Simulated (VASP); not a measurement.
# Cd (Cmcm) in VASP: a series of runs, part 2 of 2

VASP 6.6.1.

## Step 3: Single point, PBEsol (strain -0.0150 x Voigt [0, 1, 0, 0, 0, 0])

The input, INCAR:

```
PREC     = Accurate       # precision mode
ENCUT    = 520            # plane-wave cutoff, eV
EDIFF    = 1E-6           # SCF threshold, eV
ISMEAR   = 0              # smearing method
SIGMA    = 0.15           # smearing width, eV
LREAL    = False          # projectors in reciprocal space
LASPH    = True           # aspherical terms in the spheres
NELM     = 100            # most SCF steps
ALGO     = Fast           # electronic algorithm
ISIF     = 2              # what is computed and relaxed
LWAVE    = False          # write WAVECAR
LCHARG   = True           # write CHGCAR
GGA      = PS             # functional
LELF     = True           # ELF
LVHAR    = True         
NBANDS   = 19             # bands
```

The input, KPOINTS:

```
Automatic mesh
0
Gamma
  18 18 8
```

The input, POSCAR:

```
Cd
1.0
    2.9788725081      0.0000000000      0.0000000000
   -1.4894362540      2.5410825776      0.0000000000
    0.0000000000      0.0000000000      5.6176500000
Cd
2
Direct
    0.3333333333      0.6666666667      0.2500000000
    0.6666666667      0.3333333333      0.7500000000
```

Potentials or basis: VASP PAW PBE potentials, release 64 (Cd).

Started as:

```
$ cat potpaw_PBE.64/Cd/POTCAR > POTCAR
$ mpirun -np 1 vasp_std > vasp.out
```

OUTCAR:

```text
PREC = Accurate
   ENCUT = 520
   EDIFF = 1E-6
   ISMEAR = 0
   LREAL = False
   LASPH = True
   NELM = 100
   ISIF = 2
   GGA = PS

 ion  position               nearest neighbor table
   1  0.333  0.667  0.250-   2 3.28   2 3.28   2 3.29   2 3.29   2 3.29   2 3.29
   2  0.667  0.333  0.750-   1 3.28   1 3.28   1 3.29   1 3.29   1 3.29   1 3.29

  Warning from LATTYP: Monoclinic adjustment (A1->A3, A2->A1, A3->A2)!
  LATTYP: Found a base centered orthorhombic cell.
 ALAT       =     2.9788725081
 B/A-ratio  =     1.7060700454
 C/A-ratio  =     1.8858309594

  Lattice vectors:

 A1 = (   1.4894362540,  -2.5410825776,   0.0000000000)
 A2 = (   1.4894362541,   2.5410825776,   0.0000000000)
 A3 = (   0.0000000000,   0.0000000000,   5.6176500000)

Analysis of symmetry for initial positions (statically):
=====================================================================
 Subroutine PRICEL returns:
 Original cell was already a primitive cell.

 Routine SETGRP: Setting up the symmetry group for a
 base centered orthorhombic supercell.

 Subroutine GETGRP returns: Found  8 space group operations
 (whereof  4 operations were pure point group operations)
 out of a pool of  8 trial point group operations.

The static configuration has the point symmetry C_2h.
 The point group associated with its full space group is D_2h.

Analysis of symmetry for dynamics (positions and initial velocities):
=====================================================================
 Subroutine PRICEL returns:
 Original cell was already a primitive cell.

 Routine SETGRP: Setting up the symmetry group for a
 base centered orthorhombic supercell.

 Subroutine GETGRP returns: Found  8 space group operations
 (whereof  4 operations were pure point group operations)
 out of a pool of  8 trial point group operations.

The dynamic configuration has the point symmetry C_2h.
 The point group associated with its full space group is D_2h.

 Subroutine INISYM returns: Found  8 space group operations
 (whereof  4 operations are pure point group operations),
 and found     1 'primitive' translations

----------------------------------------------------------------------------------------

                                     Primitive cell

  volume of cell :      42.5231

  direct lattice vectors                    reciprocal lattice vectors
     2.978872508  0.000000000  0.000000000     0.335697482  0.196766530  0.000000000
    -1.489436254  2.541082578  0.000000000     0.000000000  0.393533059  0.000000000
     0.000000000  0.000000000  5.617650000     0.000000000  0.000000000  0.178010378

  length of vectors
     2.978872508  2.945423742  5.617650000     0.389114208  0.393533059  0.178010378

  position of ions in fractional coordinates (direct lattice)
     0.333333333  0.666666667  0.250000000
     0.666666667  0.333333333  0.750000000

  ion indices of the primitive-cell ions
   primitive index   ion index
                 1           1
                 2           2

----------------------------------------------------------------------------------------

 KPOINTS: Automatic mesh

Automatic generation of k-mesh.
 Grid dimensions read from file:
 generate k-points for:   18   18    8

 Generating k-lattice:

  Cartesian coordinates                     Fractional coordinates (reciprocal lattice)
     0.018649860  0.010931474  0.000000000     0.055555556 -0.000000000  0.000000000
     0.000000000  0.021862948  0.000000000     0.000000000  0.055555556  0.000000000
     0.000000000  0.000000000  0.022251297     0.000000000  0.000000000  0.125000000

  Length of vectors
     0.021617456  0.021862948  0.022251297

  Shift w.r.t. Gamma in fractional coordinates (k-lattice)
     0.000000000  0.000000000  0.000000000

 Subroutine IBZKPT returns following result:
 ===========================================

 Found    455 irreducible k-points:

 Following reciprocal coordinates:
            Coordinates               Weight
  0.000000  0.000000  0.000000      1.000000
  0.055556  0.000000  0.000000      4.000000
  0.111111  0.000000  0.000000      4.000000
  0.166667  0.000000  0.000000      4.000000
  0.222222  0.000000  0.000000      4.000000
  0.277778  0.000000  0.000000      4.000000
[... 16 lines left out ...]
 -0.333333  0.055556  0.000000      4.000000
 -0.277778  0.055556  0.000000      4.000000
 [... further k-points ...]
   k-points           NKPTS =    455   k-points in BZ     NKDIM =    455   number of bands    NBANDS=     19
   number of dos      NEDOS =    301   number of ions     NIONS =      2
   total plane-waves  NPLWV =  24192
   dimension x,y,z NGX =    24 NGY =   24 NGZ =   42
   dimension x,y,z NGXF=    48 NGYF=   48 NGZF=   84
   ions per type =               2
   NGX,Y,Z   is equivalent  to a cutoff of  13.39, 13.55, 12.43 a.u.
   NGXF,Y,Z  is equivalent  to a cutoff of  26.79, 27.09, 24.86 a.u.
 SYSTEM =  unknown system
   PREC   = accura    normal or accurate (medium, high low for compatibility)
   ISTART =      0    job   : 0-new  1-cont  2-samecut
   ICHARG =      2    charge: 1-file 2-atom 10-const
   ISPIN  =      1    spin polarized calculation?
   LNONCOLLINEAR =      F non collinear calculations
   LSORBIT =      F    spin-orbit coupling
   LASPH  =      T    aspherical Exc in radial PAW
   ENCUT  =  520.0 eV  38.22 Ry    6.18 a.u.   5.54  5.48 10.45*2*pi/ulx,y,z
   NELM   =    100;   NELMIN=  2; NELMDL= -5     # of ELM steps
   EDIFF  = 0.1E-05   stopping-criterion for ELM
   LREAL  =      F    real-space projection
   EDIFFG = 0.1E-04   stopping-criterion for IOM
   NSW    =      0    number of steps for IOM
   IBRION =     -1    ionic relax: 0-MD 1-quasi-New 2-CG
   NFREE  =      0    steps in history (QN), initial steepest desc. (CG)
   ISIF   =      2    stress and relaxation
   ISYM   =      2    0-nonsym 1-usesym 2-fastsym
   POTIM  = 0.5000    time-step for ionic-motion
   TEBEG  =    0.0;   TEEND  =   0.0 temperature during run
   PSTRESS=    0.0 pullay stress
   NELECT =      24.0000    total number of electrons
   NUPDOWN=      -1.0000    fix difference up-down
   EMIN   =  10.00;   EMAX   =-10.00  energy-range for DOS
   EFERMI =   0.00;   METHOD = LEGACY
   ISMEAR =     0;   SIGMA  =   0.15  broadening in eV -4-tet -1-fermi 0-gaus
   EFERMI_NEDOS =   21; number of points for ismear=-14 and -15
   IALGO  =     68    algorithm
   IMIX   =      4    mixing-type and parameters
     AMIX     =   0.40;   BMIX     =  1.00
     AMIX_MAG =   1.60;   BMIX_MAG =  1.00
  volume/ion in A,a.u.               =      21.26       143.48
  Fermi-wavevector in a.u.,A,eV,Ry     =   1.352914  2.556636 24.903773  1.830376
  Thomas-Fermi vector in A             =   2.480213
   LORBIT       =      0    0 simple, 1 ext, 2 COOP (PROOUT), +10 PAW based schemes
   GGA     = PS    functional components
   LHFCALC =     F    Hartree Fock is set to
   AEXX    =    0.0000 exact exchange contribution
   IVDW    =     0    specifies the selected vdW correction
   LEPSILON=     F    determine dielectric tensor
   LRPA    =     F    only Hartree local field effects (RPA)
 non-spin polarized calculation
 RMM-DIIS sequential band-by-band and
 Gauss-broadening in eV      SIGMA  =   0.15
  energy-cutoff  :      520.00
  volume of cell :       42.52
 maximum number of plane-waves:      1178
 NGX is ok and might be reduce to    24
   NGX = 11   NGY = 11   NGZ = 21

 number of electron      23.9999999 magnetization

 Free energy of the ion-electron system (eV)
  ---------------------------------------------------
  ext. energy  EPLUGINS =         0.00000000
  ---------------------------------------------------
  free energy    TOTEN  =        -2.40164954 eV

  energy without entropy =       -2.39604758  energy(sigma->0) =       -2.39884856

 E-fermi :   2.9716     XC(G=0): -11.2892

 val. band max:        2.9685046663   @ k =   0.5000   0.0000   0.5000
 cond. band min:       2.9751685334   @ k =  -0.2778   0.0556   0.1250
 fundamental gap:      0.0066638671
 Fermi energy:         2.9715905140

 k-point     1 :       0.0000    0.0000    0.0000
  band No.  band energies     occupation
      1      -7.0229      2.00000
      2      -6.7598      2.00000
      3      -6.3868      2.00000
      4      -6.3336      2.00000
      5      -6.2969      2.00000
      6      -6.2471      2.00000
[... 11 lines left out ...]
     18      18.2917      0.00000
     19      18.7252      0.00000
[... 485 lines left out ...]
 k-point    24 :      -0.2778    0.0556    0.0000
  band No.  band energies     occupation
      1      -6.8498      2.00000
      2      -6.6337      2.00000
      3      -6.3572      2.00000
      4      -6.2997      2.00000
      5      -6.1368      2.00000
      6      -6.0343      2.00000
[... 11 lines left out ...]
     18      15.8071      0.00000
     19      17.3073      0.00000

 [... further k-points ...]
[... 5 lines left out ...]
  --------------------------------------------------------------------------------------
  -------------------------------------------------------------------------------------
  Total       -0.1861633      0.1347788     -0.0814327      0.0000000      0.0000000      0.0000000
  in kB       -7.0142193      5.0781636     -3.0682031      0.0000000      0.0000000      0.0000000
  external PRESSURE =      -1.6680863 kB  Pullay stress =       0.0000000 kB

 VOLUME and BASIS-vectors are now :
 -----------------------------------------------------------------------------
  energy-cutoff  :      520.00
  volume of cell :       42.52
      direct lattice vectors                 reciprocal lattice vectors
     2.978872508  0.000000000  0.000000000     0.335697482  0.196766530  0.000000000
    -1.489436254  2.541082578  0.000000000     0.000000000  0.393533059  0.000000000
     0.000000000  0.000000000  5.617650000     0.000000000  0.000000000  0.178010378

 POSITION                                       TOTAL-FORCE (eV/Angst)
 -----------------------------------------------------------------------------------
     -0.00000      1.69406      1.40441         0.000000      0.006343     -0.000000
      1.48944      0.84703      4.21324        -0.000000     -0.006343      0.000000
 -----------------------------------------------------------------------------------
    total drift:                               -0.000000      0.000000     -0.000000

  FREE ENERGIE OF THE ION-ELECTRON SYSTEM (eV)
  ---------------------------------------------------
  free  energy   TOTEN  =        -2.4016495439 eV

  energy  without entropy=       -2.3960475812  energy(sigma->0) =       -2.39884856
```

It took 1.9 min on 1 thread of AMD EPYC 9R45 (Zen 5), shared host; peak memory 0.36 GiB.

Results:

- Free energy: -2.4016 eV
- Pressure: -0.2 GPa
- Largest force: 0.006 eV/Å
- Band gap on the k mesh: zero (bands 12 and 13 overlap by 4.76 eV)

Forces in eV/Å, atoms in the order of the input:
```
Cd   0.000  0.006  0.000
Cd   0.000 -0.006  0.000
```

Caveat: the cell differs from its parent crystal (strain -0.0150 x Voigt [0, 1, 0, 0, 0, 0]); the PAW data sets were made with another functional, which shifts forces and pressure a little.
